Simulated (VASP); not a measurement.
# MnAs (P6_3/mmc) in VASP: single point with PBEsol

Aim: the single point of MnAs with PBEsol.

Program: VASP 6.6.1. These are calculated values, not measurements. Logs are shortened: lines on timing, memory, paths and dates and some standing lists are left out, and cuts for length are marked.

**1. The cell of the first run**

Symmetry: P6_3/mmc, No. 194, hexagonal system. The conventional cell has a = 3.571 Å, b = 3.571 Å, c = 5.336 Å, α = 90.00°, β = 90.00°, γ = 120.00°. Mn (site symmetry -3m) has 6 As at 2.46 Å and 2 Mn at 2.67 Å within 3.2 Å. As (site symmetry -6m2) has 6 Mn at 2.46 Å within 3.2 Å.

**2. Single point, PBEsol, collinear spin, ferromagnetic start**

File INCAR:

```
SYSTEM = MnAs
ALGO = Normal
EDIFF = 1E-7
ENCUT = 520
GGA = PS
ISIF = 2
ISMEAR = -1
ISPIN = 2
LASPH = .True.
LCHARG = .False.
LMAXMIX = 4
LORBIT = 11
LREAL = .False.
LWAVE = .False.
MAGMOM = 4 4 0 0
NBANDS = 30
NELM = 150
PREC = Accurate
SIGMA = 0.1
```

File KPOINTS:

```
k-points
0
Gamma
  10 10 6
  0 0 0
```

File POSCAR:

```
MnAs
1.0
    3.5707637050      0.0000000000      0.0000000000
   -1.7853818525      3.0923720794      0.0000000000
    0.0000000000      0.0000000000      5.3362912435
Mn As
2 2
Direct
    0.0000000000      0.0000000000      0.0000000000
    0.0000000000      0.0000000000      0.5000000000
    0.3333333333      0.6666666667      0.2500000000
    0.6666666667      0.3333333333      0.7500000000
```

Potentials or basis: VASP PAW PBE potentials, release 64 (Mn_pv, As).

Run with:

```
$ cat potpaw_PBE.64/Mn_pv/POTCAR potpaw_PBE.64/As/POTCAR > POTCAR
$ mpirun -np 1 vasp_std > vasp.out
```

OUTCAR:

```text
SYSTEM = MnAs
   EDIFF = 1E-7
   ENCUT = 520
   GGA = PS
   ISIF = 2
   ISMEAR = -1
   ISPIN = 2
   LASPH = .True.
   LORBIT = 11
   LREAL = .False.
   NELM = 150
   PREC = Accurate

 ion  position               nearest neighbor table
   1  0.000  0.000  0.000-   3 2.46   4 2.46   3 2.46   4 2.46   4 2.46   3 2.46   2 2.67   2 2.67

   2  0.000  0.000  0.500-   3 2.46   4 2.46   3 2.46   4 2.46   4 2.46   3 2.46   1 2.67   1 2.67

   3  0.333  0.667  0.250-   1 2.46   2 2.46   1 2.46   2 2.46   1 2.46   2 2.46
   4  0.667  0.333  0.750-   1 2.46   2 2.46   1 2.46   2 2.46   1 2.46   2 2.46

  LATTYP: Found a hexagonal cell.
 ALAT       =     3.5707637050
 C/A-ratio  =     1.4944397570

  Lattice vectors:

 A1 = (   3.5707637050,   0.0000000000,   0.0000000000)
 A2 = (  -1.7853818525,   3.0923720794,   0.0000000000)
 A3 = (   0.0000000000,   0.0000000000,   5.3362912435)

Analysis of symmetry for initial positions (statically):
=====================================================================
 Subroutine PRICEL returns:
 Original cell was already a primitive cell.

 Routine SETGRP: Setting up the symmetry group for a
 hexagonal supercell.

 Subroutine GETGRP returns: Found 24 space group operations
 (whereof 12 operations were pure point group operations)
 out of a pool of 24 trial point group operations.

The static configuration has the point symmetry D_3d.
 The point group associated with its full space group is D_6h.

Analysis of symmetry for dynamics (positions and initial velocities):
=====================================================================
 Subroutine PRICEL returns:
 Original cell was already a primitive cell.

 Routine SETGRP: Setting up the symmetry group for a
 hexagonal supercell.

 Subroutine GETGRP returns: Found 24 space group operations
 (whereof 12 operations were pure point group operations)
 out of a pool of 24 trial point group operations.

The dynamic configuration has the point symmetry D_3d.
 The point group associated with its full space group is D_6h.

Analysis of structural, dynamic, and magnetic symmetry:
=====================================================================
 Subroutine PRICEL returns:
 Original cell was already a primitive cell.

 Routine SETGRP: Setting up the symmetry group for a
 hexagonal supercell.

 Subroutine GETGRP returns: Found 24 space group operations
 (whereof 12 operations were pure point group operations)
 out of a pool of 24 trial point group operations.

The overall configuration has the point symmetry D_3d.
 The point group associated with its full space group is D_6h.

 Subroutine INISYM returns: Found 24 space group operations
 (whereof 12 operations are pure point group operations),
 and found     1 'primitive' translations

----------------------------------------------------------------------------------------

                                     Primitive cell

  volume of cell :      58.9240

  direct lattice vectors                    reciprocal lattice vectors
     3.570763705  0.000000000  0.000000000     0.280052135  0.161688176  0.000000000
    -1.785381853  3.092372079  0.000000000     0.000000000  0.323376351  0.000000000
     0.000000000  0.000000000  5.336291243     0.000000000  0.000000000  0.187396069

  length of vectors
     3.570763705  3.570763705  5.336291243     0.323376351  0.323376351  0.187396069

  position of ions in fractional coordinates (direct lattice)
     0.000000000  0.000000000  0.000000000
     0.000000000  0.000000000  0.500000000
     0.333333333  0.666666667  0.250000000
     0.666666667  0.333333333  0.750000000

  ion indices of the primitive-cell ions
   primitive index   ion index
                 1           1
                 2           2
                 3           3
                 4           4

----------------------------------------------------------------------------------------

 KPOINTS: k-points

Automatic generation of k-mesh.
 Grid dimensions read from file:
 generate k-points for:   10   10    6

 Generating k-lattice:

  Cartesian coordinates                     Fractional coordinates (reciprocal lattice)
     0.028005214  0.016168818  0.000000000     0.100000000 -0.000000000  0.000000000
     0.000000000  0.032337635  0.000000000     0.000000000  0.100000000  0.000000000
     0.000000000  0.000000000  0.031232678     0.000000000  0.000000000  0.166666667

  Length of vectors
     0.032337635  0.032337635  0.031232678

  Shift w.r.t. Gamma in fractional coordinates (k-lattice)
     0.000000000  0.000000000  0.000000000

 Subroutine IBZKPT returns following result:
 ===========================================

 Found     56 irreducible k-points:

 Following reciprocal coordinates:
            Coordinates               Weight
  0.000000  0.000000  0.000000      1.000000
  0.100000 -0.000000  0.000000      6.000000
  0.200000 -0.000000  0.000000      6.000000
  0.300000  0.000000  0.000000      6.000000
  0.400000  0.000000  0.000000      6.000000
  0.500000  0.000000  0.000000      3.000000
[... 16 lines left out ...]
  0.300000  0.100000  0.166667     24.000000
  0.400000  0.100000  0.166667     24.000000
 [... further k-points ...]
   k-points           NKPTS =     56   k-points in BZ     NKDIM =     56   number of bands    NBANDS=     30
   number of dos      NEDOS =    301   number of ions     NIONS =      4
   total plane-waves  NPLWV =  31360
   dimension x,y,z NGX =    28 NGY =   28 NGZ =   40
   dimension x,y,z NGXF=    56 NGYF=   56 NGZF=   80
   ions per type =               2   2
   NGX,Y,Z   is equivalent  to a cutoff of  13.04, 13.04, 12.46 a.u.
   NGXF,Y,Z  is equivalent  to a cutoff of  26.07, 26.07, 24.92 a.u.
 SYSTEM =  MnAs
   PREC   = accura    normal or accurate (medium, high low for compatibility)
   ISTART =      0    job   : 0-new  1-cont  2-samecut
   ICHARG =      2    charge: 1-file 2-atom 10-const
   ISPIN  =      2    spin polarized calculation?
   LNONCOLLINEAR =      F non collinear calculations
   LSORBIT =      F    spin-orbit coupling
   LASPH  =      T    aspherical Exc in radial PAW
   ENCUT  =  520.0 eV  38.22 Ry    6.18 a.u.   6.64  6.64  9.92*2*pi/ulx,y,z
   NELM   =    150;   NELMIN=  2; NELMDL= -5     # of ELM steps
   EDIFF  = 0.1E-06   stopping-criterion for ELM
   LREAL  =      F    real-space projection
   EDIFFG = 0.1E-05   stopping-criterion for IOM
   NSW    =      0    number of steps for IOM
   IBRION =     -1    ionic relax: 0-MD 1-quasi-New 2-CG
   NFREE  =      0    steps in history (QN), initial steepest desc. (CG)
   ISIF   =      2    stress and relaxation
   ISYM   =      2    0-nonsym 1-usesym 2-fastsym
   POTIM  = 0.5000    time-step for ionic-motion
   TEBEG  =    0.0;   TEEND  =   0.0 temperature during run
   PSTRESS=    0.0 pullay stress
   NELECT =      36.0000    total number of electrons
   NUPDOWN=      -1.0000    fix difference up-down
   EMIN   =  10.00;   EMAX   =-10.00  energy-range for DOS
   EFERMI =   0.00;   METHOD = LEGACY
   ISMEAR =    -1;   SIGMA  =   0.10  broadening in eV -4-tet -1-fermi 0-gaus
   EFERMI_NEDOS =   21; number of points for ismear=-14 and -15
   IALGO  =     38    algorithm
   IMIX   =      4    mixing-type and parameters
     AMIX     =   0.40;   BMIX     =  1.00
     AMIX_MAG =   1.60;   BMIX_MAG =  1.00
  volume/ion in A,a.u.               =      14.73        99.41
  Fermi-wavevector in a.u.,A,eV,Ry     =   1.389136  2.625087 26.255159  1.929700
  Thomas-Fermi vector in A             =   2.513196
   LORBIT       =     11    0 simple, 1 ext, 2 COOP (PROOUT), +10 PAW based schemes
   GGA     = PS    functional components
   LHFCALC =     F    Hartree Fock is set to
   AEXX    =    0.0000 exact exchange contribution
   IVDW    =     0    specifies the selected vdW correction
   LEPSILON=     F    determine dielectric tensor
   LRPA    =     F    only Hartree local field effects (RPA)
 spin polarized calculation
  energy-cutoff  :      520.00
  volume of cell :       58.92
 maximum number of plane-waves:      1616
 NGX is ok and might be reduce to    28
   NGX = 13   NGY = 13   NGZ = 19

 number of electron      36.0000036 magnetization       4.8006850

 Free energy of the ion-electron system (eV)
  ---------------------------------------------------
  ext. energy  EPLUGINS =         0.00000000
  ---------------------------------------------------
  free energy    TOTEN  =       -30.58022262 eV

  energy without entropy =      -30.47863167  energy(sigma->0) =      -30.52942714

 E-fermi :   8.1509     XC(G=0): -12.0116

 val. band max:        8.1353777284   @ k =   0.2000   0.2000   0.5000
 cond. band min:       8.1678398736   @ k =   0.2000  -0.0000   0.5000
 fundamental gap:      0.0324621453
 Fermi energy:         8.1508776691

 spin component 1

 k-point     1 :       0.0000    0.0000    0.0000
  band No.  band energies     occupation
      1     -41.1248      1.00000
      2     -41.1248      1.00000
      3     -41.1040      1.00000
      4     -41.1040      1.00000
      5     -41.0272      1.00000
      6     -40.8271      1.00000
[... 22 lines left out ...]
     29      19.2058      0.00000
     30      19.2058      0.00000

 k-point     2 :       0.1000   -0.0000    0.0000
  band No.  band energies     occupation
      1     -41.1262      1.00000
      2     -41.1252      1.00000
      3     -41.1051      1.00000
      4     -41.1042      1.00000
      5     -41.0269      1.00000
      6     -40.8270      1.00000
[... 22 lines left out ...]
     29      17.6125      0.00000
     30      18.0384      0.00000

 k-point     3 :       0.2000   -0.0000    0.0000
  band No.  band energies     occupation
      1     -41.1297      1.00000
      2     -41.1261      1.00000
      3     -41.1080      1.00000
      4     -41.1048      1.00000
      5     -41.0262      1.00000
      6     -40.8266      1.00000
[... 682 lines left out ...]
     29      18.2141      0.00000
     30      19.2395      0.00000

 k-point    24 :       0.4000    0.1000    0.1667
  band No.  band energies     occupation
      1     -41.1367      1.00000
      2     -41.1278      1.00000
      3     -41.1166      1.00000
      4     -41.1086      1.00000
      5     -41.0110      1.00000
      6     -40.8391      1.00000
[... 22 lines left out ...]
     29      18.4828      0.00000
     30      19.6586      0.00000

 [... further k-points ...]

 spin component 2

 k-point     1 :       0.0000    0.0000    0.0000
  band No.  band energies     occupation
      1     -38.6330      1.00000
      2     -38.5120      1.00000
      3     -38.5120      1.00000
      4     -38.4881      1.00000
      5     -38.4881      1.00000
      6     -38.4098      1.00000
[... 22 lines left out ...]
     29      19.7667      0.00000
     30      19.9850      0.00000

 k-point     2 :       0.1000   -0.0000    0.0000
  band No.  band energies     occupation
      1     -38.6326      1.00000
      2     -38.5136      1.00000
      3     -38.5124      1.00000
      4     -38.4894      1.00000
      5     -38.4884      1.00000
      6     -38.4096      1.00000
[... 22 lines left out ...]
     29      18.3224      0.00000
     30      18.4775      0.00000

 k-point     3 :       0.2000   -0.0000    0.0000
  band No.  band energies     occupation
      1     -38.6317      1.00000
      2     -38.5180      1.00000
      3     -38.5135      1.00000
      4     -38.4929      1.00000
      5     -38.4891      1.00000
      6     -38.4092      1.00000
[... 682 lines left out ...]
     29      18.4838      0.00000
     30      19.6648      0.00000

 k-point    24 :       0.4000    0.1000    0.1667
  band No.  band energies     occupation
      1     -38.6145      1.00000
      2     -38.5265      1.00000
      3     -38.5156      1.00000
      4     -38.5031      1.00000
      5     -38.4936      1.00000
      6     -38.4230      1.00000
[... 22 lines left out ...]
     29      18.7776      0.00000
     30      19.9134      0.00000

 [... further k-points ...]

------------------------ aborting loop because EDIFF is reached ----------------------------------------

  FORCE on cell =-STRESS in cart. coord.  units (eV):
  Direction    XX          YY          ZZ          XY          YZ          ZX
  --------------------------------------------------------------------------------------
  -------------------------------------------------------------------------------------
  Total        0.1230424      0.1230424      0.1087849     -0.0000000      0.0000000      0.0000000
  in kB        3.3455933      3.3455933      2.9579234     -0.0000000      0.0000000      0.0000000
  external PRESSURE =       3.2163700 kB  Pullay stress =       0.0000000 kB

 VOLUME and BASIS-vectors are now :
 -----------------------------------------------------------------------------
  energy-cutoff  :      520.00
  volume of cell :       58.92
      direct lattice vectors                 reciprocal lattice vectors
     3.570763705  0.000000000  0.000000000     0.280052135  0.161688176  0.000000000
    -1.785381853  3.092372079  0.000000000     0.000000000  0.323376351  0.000000000
     0.000000000  0.000000000  5.336291243     0.000000000  0.000000000  0.187396069

 POSITION                                       TOTAL-FORCE (eV/Angst)
 -----------------------------------------------------------------------------------
      0.00000      0.00000      0.00000         0.000000      0.000000      0.000000
      0.00000      0.00000      2.66815         0.000000      0.000000      0.000000
     -0.00000      2.06158      1.33407         0.000000     -0.000000      0.000000
      1.78538      1.03079      4.00222        -0.000000      0.000000     -0.000000
 -----------------------------------------------------------------------------------
    total drift:                               -0.000000      0.000000     -0.000000

  FREE ENERGIE OF THE ION-ELECTRON SYSTEM (eV)
  ---------------------------------------------------
  free  energy   TOTEN  =       -30.5802226202 eV

  energy  without entropy=      -30.4786316652  energy(sigma->0) =      -30.52942714

 total charge

# of ion       s       p       d       tot
------------------------------------------
    1        0.314   6.308   5.201  11.822
    2        0.314   6.308   5.201  11.822
    3        1.211   1.562   0.079   2.852
    4        1.211   1.562   0.079   2.852
--------------------------------------------------
tot          3.048  15.740  10.561  29.349

 magnetization (x)

# of ion       s       p       d       tot
------------------------------------------
    1        0.026   0.023   2.399   2.447
    2        0.026   0.023   2.399   2.447
    3       -0.004  -0.094   0.006  -0.092
    4       -0.004  -0.094   0.006  -0.092
--------------------------------------------------
tot          0.044  -0.143   4.811   4.711
```

Run time: 5.9 min. Hardware: 1 thread of AMD EPYC, shared host; peak memory 0.26 GiB.

What came out:

```
Free energy                                           : -30.5802 eV
Pressure                                              : 0.3 GPa
Net moment                                            : 4.80 μB per cell
Site moments                                          : Mn +2.45; As -0.09 μB
Valence electrons inside the program's atomic spheres : Mn 11.82; As 2.85
```

Caveat: the PAW data sets were made with another functional, which shifts forces and pressure a little; only a ferromagnetic start was run, and an antiferromagnetic order may lie lower in energy.
